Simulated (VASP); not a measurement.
# CdTe (Cmcm) in VASP: notebook

The runs below take CdTe through electric field gradients, with PBEsol.

Program: VASP 6.6.1. These are calculated values, not measurements. Logs are shortened: lines on timing, memory, paths and dates and some standing lists are left out, and cuts for length are marked.

### 1 The cell of the first run

Symmetry: Cmcm, No. 63, orthorhombic system. The conventional cell has a = 6.171 Å, b = 6.230 Å, c = 6.131 Å, α = 90.00°, β = 90.00°, γ = 90.00°. Within 4.4 Å of Cd (site symmetry m2m) lie 6 Te at 3.05 to 3.18 Å and 10 Cd at 4.14 to 4.38 Å. Te (site symmetry m2m) has 6 Cd at 3.05 to 3.18 Å within 4.0 Å.

### 2 Electric field gradients, PBEsol (29.47 Å³/atom)

Contents of INCAR:

```
PREC = Accurate ; ENCUT = 520
EDIFF = 1E-8 ; ISMEAR = -1
SIGMA = 0.05 ; LREAL = False
LASPH = True ; NELM = 80
ALGO = Normal ; ISIF = 2
LWAVE = False ; LCHARG = False
GGA = PS ; LEFG = True
NBANDS = 26
```

Contents of KPOINTS:

```
Automatic mesh
0
Gamma
  9 9 6
```

Contents of POSCAR:

```
CdTe
1.0
    3.0855915320     -3.1151036966      0.0000000000
    3.0855915320      3.1151036966      0.0000000000
    0.0000000000      0.0000000000      6.1309886192
Cd Te
2 2
Direct
    0.2770300000      0.7229700000      0.7500000000
    0.7229700000      0.2770300000      0.2500000000
    0.7661370000      0.2338630000      0.7500000000
    0.2338630000      0.7661370000      0.2500000000
```

Potentials or basis: VASP PAW PBE potentials, release 64 (Cd, Te).

Command:

```sh
> cat potpaw_PBE.64/Cd/POTCAR potpaw_PBE.64/Te/POTCAR > POTCAR
> mpirun -np 1 vasp_std > vasp.out
```

OUTCAR:

```text
PREC = Accurate
   ENCUT = 520
   EDIFF = 1E-8
   ISMEAR = -1
   LREAL = False
   LASPH = True
   NELM = 80
   ISIF = 2
   GGA = PS

 ion  position               nearest neighbor table
   1  0.277  0.723  0.750-   3 3.05   4 3.08   4 3.08   3 3.09   3 3.09   3 3.18
   2  0.723  0.277  0.250-   4 3.05   3 3.08   3 3.08   4 3.09   4 3.09   4 3.18
   3  0.766  0.234  0.750-   1 3.05   2 3.08   2 3.08   1 3.09   1 3.09   1 3.18
   4  0.234  0.766  0.250-   2 3.05   1 3.08   1 3.08   2 3.09   2 3.09   2 3.18

  LATTYP: Found a base centered orthorhombic cell.
 ALAT       =     6.1711830640
 B/A-ratio  =     1.0095645079
 C/A-ratio  =     0.9934867522

  Lattice vectors:

 A1 = (   3.0855915320,  -3.1151036966,   0.0000000000)
 A2 = (   3.0855915320,   3.1151036966,   0.0000000000)
 A3 = (   0.0000000000,   0.0000000000,   6.1309886192)

Analysis of symmetry for initial positions (statically):
=====================================================================
 Subroutine PRICEL returns:
 Original cell was already a primitive cell.

 Routine SETGRP: Setting up the symmetry group for a
 base centered orthorhombic supercell.

 Subroutine GETGRP returns: Found  8 space group operations
 (whereof  4 operations were pure point group operations)
 out of a pool of  8 trial point group operations.

The static configuration has the point symmetry C_2h.
 The point group associated with its full space group is D_2h.

Analysis of symmetry for dynamics (positions and initial velocities):
=====================================================================
 Subroutine PRICEL returns:
 Original cell was already a primitive cell.

 Routine SETGRP: Setting up the symmetry group for a
 base centered orthorhombic supercell.

 Subroutine GETGRP returns: Found  8 space group operations
 (whereof  4 operations were pure point group operations)
 out of a pool of  8 trial point group operations.

The dynamic configuration has the point symmetry C_2h.
 The point group associated with its full space group is D_2h.

 Subroutine INISYM returns: Found  8 space group operations
 (whereof  4 operations are pure point group operations),
 and found     1 'primitive' translations

----------------------------------------------------------------------------------------

                                     Primitive cell

  volume of cell :     117.8614

  direct lattice vectors                    reciprocal lattice vectors
     3.085591532 -3.115103697  0.000000000     0.162043483 -0.160508300  0.000000000
     3.085591532  3.115103697  0.000000000     0.162043483  0.160508300  0.000000000
     0.000000000  0.000000000  6.130988619     0.000000000  0.000000000  0.163105832

  length of vectors
     4.384603305  4.384603305  6.130988619     0.228081137  0.228081137  0.163105832

  position of ions in fractional coordinates (direct lattice)
     0.277030000  0.722970000  0.750000000
     0.722970000  0.277030000  0.250000000
     0.766137000  0.233863000  0.750000000
     0.233863000  0.766137000  0.250000000

  ion indices of the primitive-cell ions
   primitive index   ion index
                 1           1
                 2           2
                 3           3
                 4           4

----------------------------------------------------------------------------------------

 KPOINTS: Automatic mesh

Automatic generation of k-mesh.
 Grid dimensions read from file:
 generate k-points for:    9    9    6

 Generating k-lattice:

  Cartesian coordinates                     Fractional coordinates (reciprocal lattice)
     0.018004831 -0.017834256  0.000000000     0.111111111  0.000000000  0.000000000
     0.018004831  0.017834256  0.000000000     0.000000000  0.111111111  0.000000000
     0.000000000  0.000000000  0.027184305     0.000000000  0.000000000  0.166666667

  Length of vectors
     0.025342349  0.025342349  0.027184305

  Shift w.r.t. Gamma in fractional coordinates (k-lattice)
     0.000000000  0.000000000  0.000000000

 Subroutine IBZKPT returns following result:
 ===========================================

 Found    100 irreducible k-points:

 Following reciprocal coordinates:
            Coordinates               Weight
  0.000000  0.000000  0.000000      1.000000
  0.111111  0.000000  0.000000      4.000000
  0.222222  0.000000  0.000000      4.000000
  0.333333  0.000000  0.000000      4.000000
  0.444444  0.000000  0.000000      4.000000
  0.111111  0.111111  0.000000      2.000000
[... 16 lines left out ...]
 -0.333333  0.333333  0.000000      2.000000
  0.444444  0.444444  0.000000      2.000000
 [... further k-points ...]
   k-points           NKPTS =    100   k-points in BZ     NKDIM =    100   number of bands    NBANDS=     26
   number of dos      NEDOS =    301   number of ions     NIONS =      4
   total plane-waves  NPLWV =  62208
   dimension x,y,z NGX =    36 NGY =   36 NGZ =   48
   dimension x,y,z NGXF=    72 NGYF=   72 NGZF=   96
   ions per type =               2   2
   NGX,Y,Z   is equivalent  to a cutoff of  13.65, 13.65, 13.02 a.u.
   NGXF,Y,Z  is equivalent  to a cutoff of  27.30, 27.30, 26.03 a.u.
 SYSTEM =  unknown system
   PREC   = accura    normal or accurate (medium, high low for compatibility)
   ISTART =      0    job   : 0-new  1-cont  2-samecut
   ICHARG =      2    charge: 1-file 2-atom 10-const
   ISPIN  =      1    spin polarized calculation?
   LNONCOLLINEAR =      F non collinear calculations
   LSORBIT =      F    spin-orbit coupling
   LASPH  =      T    aspherical Exc in radial PAW
   ENCUT  =  520.0 eV  38.22 Ry    6.18 a.u.   8.15  8.15 11.40*2*pi/ulx,y,z
   NELM   =     80;   NELMIN=  2; NELMDL= -5     # of ELM steps
   EDIFF  = 0.1E-07   stopping-criterion for ELM
   LREAL  =      F    real-space projection
   EDIFFG = 0.1E-06   stopping-criterion for IOM
   NSW    =      0    number of steps for IOM
   IBRION =     -1    ionic relax: 0-MD 1-quasi-New 2-CG
   NFREE  =      0    steps in history (QN), initial steepest desc. (CG)
   ISIF   =      2    stress and relaxation
   ISYM   =      2    0-nonsym 1-usesym 2-fastsym
   POTIM  = 0.5000    time-step for ionic-motion
   TEBEG  =    0.0;   TEEND  =   0.0 temperature during run
   PSTRESS=    0.0 pullay stress
   NELECT =      36.0000    total number of electrons
   NUPDOWN=      -1.0000    fix difference up-down
   EMIN   =  10.00;   EMAX   =-10.00  energy-range for DOS
   EFERMI =   0.00;   METHOD = LEGACY
   ISMEAR =    -1;   SIGMA  =   0.05  broadening in eV -4-tet -1-fermi 0-gaus
   EFERMI_NEDOS =   21; number of points for ismear=-14 and -15
   IALGO  =     38    algorithm
   IMIX   =      4    mixing-type and parameters
     AMIX     =   0.40;   BMIX     =  1.00
     AMIX_MAG =   1.60;   BMIX_MAG =  1.00
  volume/ion in A,a.u.               =      29.47       198.84
  Fermi-wavevector in a.u.,A,eV,Ry     =   1.102517  2.083454 16.538468  1.215543
  Thomas-Fermi vector in A             =   2.238961
   LORBIT       =      0    0 simple, 1 ext, 2 COOP (PROOUT), +10 PAW based schemes
   GGA     = PS    functional components
   LHFCALC =     F    Hartree Fock is set to
   AEXX    =    0.0000 exact exchange contribution
   IVDW    =     0    specifies the selected vdW correction
   LEPSILON=     F    determine dielectric tensor
   LRPA    =     F    only Hartree local field effects (RPA)
 non-spin polarized calculation
  energy-cutoff  :      520.00
  volume of cell :      117.86
 maximum number of plane-waves:      3206
 NGX is ok and might be reduce to    36
   NGX = 17   NGY = 17   NGZ = 23

 number of electron      35.9999992 magnetization

 Free energy of the ion-electron system (eV)
  ---------------------------------------------------
  ext. energy  EPLUGINS =         0.00000000
  ---------------------------------------------------
  free energy    TOTEN  =       -10.36116138 eV

  energy without entropy =      -10.34331648  energy(sigma->0) =      -10.35223893

 E-fermi :   3.4156     XC(G=0):  -9.7248

 val. band max:        3.4038824440   @ k =   0.4444   0.0000   0.1667
 cond. band min:       3.4225936566   @ k =   0.3333   0.0000   0.1667
 fundamental gap:      0.0187112126
 Fermi energy:         3.4155640041

 k-point     1 :       0.0000    0.0000    0.0000
  band No.  band energies     occupation
      1      -7.9667      2.00000
      2      -7.1663      2.00000
      3      -4.7420      2.00000
      4      -4.7306      2.00000
      5      -4.7159      2.00000
      6      -4.6926      2.00000
[... 18 lines left out ...]
     25      10.9101      0.00000
     26      11.0514      0.00000

 k-point     2 :       0.1111    0.0000    0.0000
  band No.  band energies     occupation
      1      -7.9065      2.00000
      2      -7.1402      2.00000
      3      -4.7417      2.00000
      4      -4.7353      2.00000
      5      -4.7247      2.00000
      6      -4.6955      2.00000
[... 18 lines left out ...]
     25      10.4603      0.00000
     26      11.1018      0.00000

 k-point     3 :       0.2222    0.0000    0.0000
  band No.  band energies     occupation
      1      -7.7369      2.00000
      2      -7.0781      2.00000
      3      -4.7718      2.00000
      4      -4.7570      2.00000
      5      -4.7249      2.00000
      6      -4.7172      2.00000
[... 18 lines left out ...]
     25      10.4720      0.00000
     26      10.6614      0.00000

 k-point     4 :       0.3333    0.0000    0.0000
  band No.  band energies     occupation
      1      -7.4948      2.00000
      2      -7.0295      2.00000
      3      -4.8062      2.00000
      4      -4.7976      2.00000
      5      -4.7457      2.00000
      6      -4.7087      2.00000
[... 18 lines left out ...]
     25       9.3643      0.00000
     26      10.8087      0.00000
[... 496 lines left out ...]
      1      -7.2300      2.00000
      2      -7.1330      2.00000
      3      -4.7406      2.00000
      4      -4.7314      2.00000
      5      -4.7156      2.00000
      6      -4.6918      2.00000
[... 18 lines left out ...]
     25      11.8836      0.00000
     26      12.0534      0.00000

 k-point    23 :      -0.3333    0.3333    0.0000
  band No.  band energies     occupation
      1      -7.3187      2.00000
      2      -7.0867      2.00000
      3      -4.7462      2.00000
      4      -4.7330      2.00000
      5      -4.7182      2.00000
      6      -4.6891      2.00000
[... 18 lines left out ...]
     25      11.2118      0.00000
     26      11.3895      0.00000

 k-point    24 :       0.4444    0.4444    0.0000
  band No.  band energies     occupation
      1      -7.1963      2.00000
      2      -7.1735      2.00000
      3      -4.7507      2.00000
      4      -4.7417      2.00000
      5      -4.6907      2.00000
      6      -4.6751      2.00000
[... 18 lines left out ...]
     25      12.3757      0.00000
     26      12.4927      0.00000

 [... further k-points ...]

------------------------ aborting loop because EDIFF is reached ----------------------------------------

  FORCE on cell =-STRESS in cart. coord.  units (eV):
  Direction    XX          YY          ZZ          XY          YZ          ZX
  --------------------------------------------------------------------------------------
  -------------------------------------------------------------------------------------
  Total       -2.8675602     -2.8691873     -2.6381293      0.0000000      0.0000000      0.0000000
  in kB      -38.9808830    -39.0030016    -35.8620584      0.0000000      0.0000000      0.0000000
  external PRESSURE =     -37.9486477 kB  Pullay stress =       0.0000000 kB

 VOLUME and BASIS-vectors are now :
 -----------------------------------------------------------------------------
  energy-cutoff  :      520.00
  volume of cell :      117.86
      direct lattice vectors                 reciprocal lattice vectors
     3.085591532 -3.115103697  0.000000000     0.162043483 -0.160508300  0.000000000
     3.085591532  3.115103697  0.000000000     0.162043483  0.160508300  0.000000000
     0.000000000  0.000000000  6.130988619     0.000000000  0.000000000  0.163105832

 POSITION                                       TOTAL-FORCE (eV/Angst)
 -----------------------------------------------------------------------------------
      3.08559      1.38915      4.59824         0.000000      0.025697     -0.000000
      3.08559     -1.38915      1.53275         0.000000     -0.025697      0.000000
      3.08559     -1.65809      4.59824         0.000000      0.071115      0.000000
      3.08559      1.65809      1.53275         0.000000     -0.071115      0.000000
 -----------------------------------------------------------------------------------
    total drift:                               -0.000000     -0.000000      0.000000

  FREE ENERGIE OF THE ION-ELECTRON SYSTEM (eV)
  ---------------------------------------------------
  free  energy   TOTEN  =       -10.3611613754 eV

  energy  without entropy=      -10.3433164817  energy(sigma->0) =      -10.35223893

 Electric field gradients (V/A^2)
---------------------------------------------------------------------
 ion       V_xx      V_yy      V_zz      V_xy      V_xz      V_yz
---------------------------------------------------------------------
   1      -0.326     4.911    -4.584     0.000     0.000     0.000
   2      -0.326     4.911    -4.584     0.000    -0.000     0.000
   3       7.337    -8.467     1.130    -0.000    -0.000     0.000
   4       7.337    -8.467     1.130     0.000    -0.000    -0.000
---------------------------------------------------------------------

 Electric field gradients after diagonalization (V/A^2)
 (convention: |V_zz| > |V_xx| > |V_yy|)
----------------------------------------------------------------------
 ion       V_xx      V_yy      V_zz     asymmetry (V_yy - V_xx)/ V_zz
----------------------------------------------------------------------
   1      -4.584    -0.326     4.911       0.867
   2      -4.584    -0.326     4.911       0.867
   3       7.337     1.130    -8.467       0.733
   4       7.337     1.130    -8.467       0.733
----------------------------------------------------------------------

           NMR quadrupolar parameters

 Cq : quadrupolar parameter    Cq=e*Q*V_zz/h
 eta: asymmetry parameters     (V_yy - V_xx)/ V_zz
 Q  : nuclear electric quadrupole moment in mb (millibarn)
----------------------------------------------------------------------
 ion       Cq(MHz)       eta       Q (mb)
----------------------------------------------------------------------
   1       0.012       0.867       1.000
   2       0.012       0.867       1.000
   3      -0.020       0.733       1.000
   4      -0.020       0.733       1.000
----------------------------------------------------------------------
```

It took 8.7 min on 1 thread of Oxide Virtual Turin-like, shared host; peak memory 0.4 GiB.

What came out:

```yaml
Free_energy: -10.3612 eV
Pressure: -3.8 GPa
Largest_force: 0.071 eV/Å
Band_gap_on_the_k_mesh: zero (bands 18 and 19 overlap by 1.20 eV)
Largest_electric_field_gradient_by_atom: Cd +4.9; Te -8.5 V/Å²
```

Forces on the atoms (eV/Å):
```
Cd   0.000  0.026  0.000
Cd   0.000 -0.026  0.000
Te   0.000  0.071  0.000
Te   0.000 -0.071  0.000
```

Levels at points of the mesh, in eV from the Fermi level:
```csv
k point,band 14,band 15,band 16,band 17,band 18,band 19,band 20,band 21,band 22,band 23
"(0.00, 0.00, 0.00)",-1.97,-1.94,-1.30,-0.42,-0.38,-0.32,0.12,4.24,6.89,7.05
"(0.00, 0.00, 0.50)",-2.84,-1.25,-1.25,-1.19,-1.19,1.58,1.58,5.05,5.05,5.47
```

Electric field gradients, principal values (V/Å²):
| atom | least | middle | greatest (by size) |
| --- | --- | --- | --- |
| 1 Cd | -0.326 | -4.584 | 4.911 |
| 2 Cd | -0.326 | -4.584 | 4.911 |
| 3 Te | 1.130 | 7.337 | -8.467 |
| 4 Te | 1.130 | 7.337 | -8.467 |

Caveat: the cell stands under tension; without QUAD_EFG the Cq values of the log hold for a quadrupole moment of 1 mb, not for the nuclei; the PAW data sets were made with another functional, which shifts forces and pressure a little; spin-orbit coupling is left out, which moves the levels of the heavy elements.

[end of part 1 of 2]
